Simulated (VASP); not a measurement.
# Os (Fmmm) in VASP: single point with r2SCAN

Aim: the single point of Os with r2SCAN.

Everything below comes from runs of VASP 6.6.1. Logs are shortened: lines on timing, memory, paths and dates and some standing lists are left out, and cuts for length are marked.

## Step 1: The cell of the first run

The structure is orthorhombic, space group Fmmm (No. 69). The conventional cell has a = 3.916 Å, b = 3.936 Å, c = 8.247 Å, α = 90.00°, β = 90.00°, γ = 90.00°. Within 3.3 Å of Os (site symmetry mm2) lie 9 Os at 2.49 to 2.78 Å.

## Step 2: Single point, r2SCAN

The input, POSCAR:

```
Os
1.0
    1.9681836630     -4.1235010732      0.0000000000
    1.9681836630      4.1235010732      0.0000000000
    0.0000000000      0.0000000000      3.9158381737
Os
4
Direct
    0.1510325826      0.8489674174      0.0000045485
    0.6510325826      0.3489674174      0.4999954515
    0.8489674174      0.1510325826      0.9999954515
    0.3489674174      0.6510325826      0.5000045485
```

The input, INCAR.step1:

```
PREC = Accurate
ENCUT = 520
ISMEAR = 0
SIGMA = 0.1
LREAL = False
LASPH = True
NELM = 60
NBANDS = 24
GGA = PE
ALGO = Normal
EDIFF = 1E-4
LWAVE = True
LCHARG = False
```

The input, INCAR.step2:

```
PREC = Accurate
ENCUT = 520
EDIFF = 1E-6
ISMEAR = 0
SIGMA = 0.1
LREAL = False
LASPH = True
NELM = 60
ALGO = Normal
ISIF = 2
LWAVE = False
LCHARG = False
METAGGA = R2SCAN
LMIXTAU = True
NBANDS = 24
ISTART = 1
```

The input, KPOINTS:

```
Automatic mesh
0
Gamma
  6 6 4
```

Potentials or basis: VASP PAW PBE potentials, release 64 (Os).

On the command line:

```
cat potpaw_PBE.64/Os/POTCAR > POTCAR
cp INCAR.step1 INCAR
mpirun -np 1 vasp_std > vasp.out
cp INCAR.step2 INCAR
mpirun -np 1 vasp_std > vasp.out
```

OUTCAR:

```text
PREC = Accurate
   ENCUT = 520
   EDIFF = 1E-6
   ISMEAR = 0
   LREAL = False
   LASPH = True
   NELM = 60
   ISIF = 2
   METAGGA = R2SCAN
   ISTART = 1

 ion  position               nearest neighbor table
   1  0.151  0.849  0.000-   3 2.49   4 2.55   4 2.55   3 2.56   3 2.56   2 2.78   2 2.78   2 2.78
                             2 2.78
   2  0.651  0.349  0.500-   4 2.49   3 2.55   3 2.55   4 2.56   4 2.56   1 2.78   1 2.78   1 2.78
                             1 2.78
   3  0.849  0.151  1.000-   1 2.49   2 2.55   2 2.55   1 2.56   1 2.56   4 2.78   4 2.78   4 2.78
                             4 2.78
   4  0.349  0.651  0.500-   2 2.49   1 2.55   1 2.55   2 2.56   2 2.56   3 2.78   3 2.78   3 2.78
                             3 2.78

  LATTYP: Found a base centered orthorhombic cell.
 ALAT       =     3.9363673260
 B/A-ratio  =     2.0950794129
 C/A-ratio  =     0.9947847468

  Lattice vectors:

 A1 = (   1.9681836630,  -4.1235010732,   0.0000000000)
 A2 = (   1.9681836630,   4.1235010732,   0.0000000000)
 A3 = (   0.0000000000,   0.0000000000,   3.9158381737)

Analysis of symmetry for initial positions (statically):
=====================================================================
 Subroutine PRICEL returns:
 Original cell was already a primitive cell.

 Routine SETGRP: Setting up the symmetry group for a
 base centered orthorhombic supercell.

 Subroutine GETGRP returns: Found  8 space group operations
 (whereof  4 operations were pure point group operations)
 out of a pool of  8 trial point group operations.

The static configuration has the point symmetry C_2h.
 The point group associated with its full space group is D_2h.

Analysis of symmetry for dynamics (positions and initial velocities):
=====================================================================
 Subroutine PRICEL returns:
 Original cell was already a primitive cell.

 Routine SETGRP: Setting up the symmetry group for a
 base centered orthorhombic supercell.

 Subroutine GETGRP returns: Found  8 space group operations
 (whereof  4 operations were pure point group operations)
 out of a pool of  8 trial point group operations.

The dynamic configuration has the point symmetry C_2h.
 The point group associated with its full space group is D_2h.

 Subroutine INISYM returns: Found  8 space group operations
 (whereof  4 operations are pure point group operations),
 and found     1 'primitive' translations

----------------------------------------------------------------------------------------

                                     Primitive cell

  volume of cell :      63.5604

  direct lattice vectors                    reciprocal lattice vectors
     1.968183663 -4.123501073  0.000000000     0.254041332 -0.121256183  0.000000000
     1.968183663  4.123501073  0.000000000     0.254041332  0.121256183  0.000000000
     0.000000000  0.000000000  3.915838174     0.000000000  0.000000000  0.255373168

  length of vectors
     4.569136465  4.569136465  3.915838174     0.281496111  0.281496111  0.255373168

  position of ions in fractional coordinates (direct lattice)
     0.151032583  0.848967417  0.000004549
     0.651032583  0.348967417  0.499995451
     0.848967417  0.151032583  0.999995451
     0.348967417  0.651032583  0.500004549

  ion indices of the primitive-cell ions
   primitive index   ion index
                 1           1
                 2           2
                 3           3
                 4           4

----------------------------------------------------------------------------------------

 KPOINTS: Automatic mesh

Automatic generation of k-mesh.
 Grid dimensions read from file:
 generate k-points for:    6    6    4

 Generating k-lattice:

  Cartesian coordinates                     Fractional coordinates (reciprocal lattice)
     0.042340222 -0.020209364  0.000000000     0.166666667  0.000000000  0.000000000
     0.042340222  0.020209364  0.000000000     0.000000000  0.166666667  0.000000000
     0.000000000  0.000000000  0.063843292     0.000000000  0.000000000  0.250000000

  Length of vectors
     0.046916018  0.046916018  0.063843292

  Shift w.r.t. Gamma in fractional coordinates (k-lattice)
     0.000000000  0.000000000  0.000000000

 Subroutine IBZKPT returns following result:
 ===========================================

 Found     39 irreducible k-points:

 Following reciprocal coordinates:
            Coordinates               Weight
  0.000000  0.000000  0.000000      1.000000
  0.166667  0.000000  0.000000      4.000000
  0.333333  0.000000  0.000000      4.000000
  0.500000  0.000000  0.000000      2.000000
  0.166667  0.166667  0.000000      2.000000
  0.333333  0.166667  0.000000      4.000000
[... 16 lines left out ...]
  0.333333  0.333333  0.250000      4.000000
  0.500000  0.333333  0.250000      8.000000
 [... further k-points ...]
   k-points           NKPTS =     39   k-points in BZ     NKDIM =     39   number of bands    NBANDS=     24
   number of dos      NEDOS =    301   number of ions     NIONS =      4
   total plane-waves  NPLWV =  38880
   dimension x,y,z NGX =    36 NGY =   36 NGZ =   30
   dimension x,y,z NGXF=    72 NGYF=   72 NGZF=   60
   ions per type =               4
   NGX,Y,Z   is equivalent  to a cutoff of  13.10, 13.10, 12.74 a.u.
   NGXF,Y,Z  is equivalent  to a cutoff of  26.20, 26.20, 25.47 a.u.
 SYSTEM =  unknown system
   PREC   = accura    normal or accurate (medium, high low for compatibility)
   ISTART =      1    job   : 0-new  1-cont  2-samecut
   ICHARG =      0    charge: 1-file 2-atom 10-const
   ISPIN  =      1    spin polarized calculation?
   LNONCOLLINEAR =      F non collinear calculations
   LSORBIT =      F    spin-orbit coupling
   LASPH  =      T    aspherical Exc in radial PAW
   ENCUT  =  520.0 eV  38.22 Ry    6.18 a.u.   8.50  8.50  7.28*2*pi/ulx,y,z
   NELM   =     60;   NELMIN=  2; NELMDL=  0     # of ELM steps
   EDIFF  = 0.1E-05   stopping-criterion for ELM
   LREAL  =      F    real-space projection
   EDIFFG = 0.1E-04   stopping-criterion for IOM
   NSW    =      0    number of steps for IOM
   IBRION =     -1    ionic relax: 0-MD 1-quasi-New 2-CG
   NFREE  =      0    steps in history (QN), initial steepest desc. (CG)
   ISIF   =      2    stress and relaxation
   ISYM   =      2    0-nonsym 1-usesym 2-fastsym
   POTIM  = 0.5000    time-step for ionic-motion
   TEBEG  =    0.0;   TEEND  =   0.0 temperature during run
   PSTRESS=    0.0 pullay stress
   NELECT =      32.0000    total number of electrons
   NUPDOWN=      -1.0000    fix difference up-down
   EMIN   =  10.00;   EMAX   =-10.00  energy-range for DOS
   EFERMI =   0.00;   METHOD = LEGACY
   ISMEAR =     0;   SIGMA  =   0.10  broadening in eV -4-tet -1-fermi 0-gaus
   EFERMI_NEDOS =   21; number of points for ismear=-14 and -15
   IALGO  =     38    algorithm
   IMIX   =      4    mixing-type and parameters
     AMIX     =   0.40;   BMIX     =  1.00
     AMIX_MAG =   1.60;   BMIX_MAG =  1.00
  volume/ion in A,a.u.               =      15.89       107.23
  Fermi-wavevector in a.u.,A,eV,Ry     =   1.302355  2.461094 23.077225  1.696128
  Thomas-Fermi vector in A             =   2.433428
   LORBIT       =      0    0 simple, 1 ext, 2 COOP (PROOUT), +10 PAW based schemes
   METAGGA = R2SCAN    functional components
   LHFCALC =     F    Hartree Fock is set to
   AEXX    =    0.0000 exact exchange contribution
   IVDW    =     0    specifies the selected vdW correction
   LEPSILON=     F    determine dielectric tensor
   LRPA    =     F    only Hartree local field effects (RPA)
 non-spin polarized calculation
 Gauss-broadening in eV      SIGMA  =   0.10
  energy-cutoff  :      520.00
  volume of cell :       63.56
 maximum number of plane-waves:      1747
 NGX is ok and might be reduce to    36
   NGX = 17   NGY = 17   NGZ = 15

 number of electron      32.0000004 magnetization

 Free energy of the ion-electron system (eV)
  ---------------------------------------------------
  ext. energy  EPLUGINS =         0.00000000
  ---------------------------------------------------
  free energy    TOTEN  =      -210.02303439 eV

  energy without entropy =     -210.01907395  energy(sigma->0) =     -210.02105417

 E-fermi :   7.3950     XC(G=0): -14.2541

 val. band max:        7.3516006170   @ k =   0.5000   0.1667   0.0000
 cond. band min:       7.4983624560   @ k =   0.1667   0.0000   0.0000
 fundamental gap:      0.1467618389
 Fermi energy:         7.3950493621

 k-point     1 :       0.0000    0.0000    0.0000
  band No.  band energies     occupation
      1      -2.7448      2.00000
      2       0.4509      2.00000
      3       1.0015      2.00000
      4       1.0319      2.00000
      5       1.1508      2.00000
      6       1.7052      2.00000
[... 16 lines left out ...]
     23      10.5671      0.00000
     24      14.9486      0.00000

 k-point     2 :       0.1667    0.0000    0.0000
  band No.  band energies     occupation
      1      -2.2630      2.00000
      2       0.7733      2.00000
      3       1.2074      2.00000
      4       1.2309      2.00000
      5       1.4011      2.00000
      6       1.8208      2.00000
[... 16 lines left out ...]
     23      13.0778      0.00000
     24      13.1633      0.00000

 k-point     3 :       0.3333    0.0000    0.0000
  band No.  band energies     occupation
      1      -0.9428      2.00000
      2       1.4196      2.00000
      3       1.7379      2.00000
      4       1.7690      2.00000
      5       2.0098      2.00000
      6       2.0597      2.00000
[... 16 lines left out ...]
     23      12.7969      0.00000
     24      13.6642      0.00000

 k-point     4 :       0.5000    0.0000    0.0000
  band No.  band energies     occupation
      1       0.7123      2.00000
      2       0.7123      2.00000
      3       2.1680      2.00000
      4       2.1680      2.00000
      5       2.4129      2.00000
      6       2.4129      2.00000
[... 16 lines left out ...]
     23      13.2752      0.00000
     24      13.2752      0.00000

 k-point     5 :       0.1667    0.1667    0.0000
  band No.  band energies     occupation
      1      -1.2424      2.00000
      2       1.3270      2.00000
      3       1.5313      2.00000
      4       1.8549      2.00000
      5       2.2835      2.00000
      6       2.4879      2.00000
[... 16 lines left out ...]
     23      12.0891      0.00000
     24      14.3688      0.00000

 k-point     6 :       0.3333    0.1667    0.0000
  band No.  band energies     occupation
      1       0.2301      2.00000
      2       1.4159      2.00000
      3       1.9345      2.00000
      4       1.9453      2.00000
      5       2.3446      2.00000
      6       2.3927      2.00000
[... 16 lines left out ...]
     23      11.6315      0.00000
     24      15.8909      0.00000
[... 379 lines left out ...]
 k-point    21 :      -0.3333    0.1667    0.2500
  band No.  band energies     occupation
      1      -0.9166      2.00000
      2       0.9090      2.00000
      3       1.3607      2.00000
      4       1.4435      2.00000
      5       1.9899      2.00000
      6       2.0067      2.00000
[... 16 lines left out ...]
     23      11.8189      0.00000
     24      13.7975      0.00000

 k-point    22 :      -0.1667    0.1667    0.2500
  band No.  band energies     occupation
      1      -1.5448      2.00000
      2       0.9404      2.00000
      3       1.4207      2.00000
      4       1.5383      2.00000
      5       1.5727      2.00000
      6       1.9778      2.00000
[... 16 lines left out ...]
     23      11.9315      0.00000
     24      16.6707      0.00000

 k-point    23 :       0.3333    0.3333    0.2500
  band No.  band energies     occupation
      1       0.3375      2.00000
      2       0.7065      2.00000
      3       1.0008      2.00000
      4       1.5082      2.00000
      5       1.9220      2.00000
      6       2.2158      2.00000
[... 16 lines left out ...]
     23      10.7294      0.00000
     24      14.3144      0.00000

 k-point    24 :       0.5000    0.3333    0.2500
  band No.  band energies     occupation
      1      -0.0818      2.00000
      2       0.5377      2.00000
      3       1.1799      2.00000
      4       1.2995      2.00000
      5       1.5995      2.00000
      6       2.2985      2.00000
[... 16 lines left out ...]
     23      12.7131      0.00000
     24      12.8471      0.00000

 [... further k-points ...]
[... 5 lines left out ...]
  --------------------------------------------------------------------------------------
  -------------------------------------------------------------------------------------
  Total        0.3745468     -0.0440941      0.4140195      0.0000000      0.0000000      0.0000000
  in kB        9.4412657     -1.1114888     10.4362606      0.0000000      0.0000000      0.0000000
  external PRESSURE =       6.2553459 kB  Pullay stress =       0.0000000 kB

 VOLUME and BASIS-vectors are now :
 -----------------------------------------------------------------------------
  energy-cutoff  :      520.00
  volume of cell :       63.56
      direct lattice vectors                 reciprocal lattice vectors
     1.968183663 -4.123501073  0.000000000     0.254041332 -0.121256183  0.000000000
     1.968183663  4.123501073  0.000000000     0.254041332  0.121256183  0.000000000
     0.000000000  0.000000000  3.915838174     0.000000000  0.000000000  0.255373168

 POSITION                                       TOTAL-FORCE (eV/Angst)
 -----------------------------------------------------------------------------------
      1.96818      2.87794      0.00002         0.000000      0.111455     -0.000334
      1.96818     -1.24557      1.95790         0.000000      0.111455      0.000334
      1.96818     -2.87794      3.91582         0.000000     -0.111455      0.000334
      1.96818      1.24557      1.95794         0.000000     -0.111455     -0.000334
 -----------------------------------------------------------------------------------
    total drift:                                0.000000      0.000000      0.000000

  FREE ENERGIE OF THE ION-ELECTRON SYSTEM (eV)
  ---------------------------------------------------
  free  energy   TOTEN  =      -210.0230343851 eV

  energy  without entropy=     -210.0190739482  energy(sigma->0) =     -210.02105417
```

Run time: 1.9 min. Hardware: 1 thread of Intel Xeon Platinum 8488C (Sapphire Rapids), shared host; peak memory 0.22 GiB.

What came out:

```
Free energy            : -210.0230 eV
Pressure               : 0.6 GPa
Largest force          : 0.111 eV/Å
Band gap on the k mesh : zero (band 16 reaches 9.64 eV, above the bottom of band 17 at 6.17 eV)
```

Forces in eV/Å, atoms in the order of the input:
```
Os   0.000  0.111  0.000
Os   0.000  0.111  0.000
Os   0.000 -0.111  0.000
Os   0.000 -0.111  0.000
```

Caveat: the k points lie up to 0.40 Å⁻¹ apart; the PAW data sets were made with another functional, which shifts forces and pressure a little; spin-orbit coupling is left out, which moves the levels of the heavy elements.
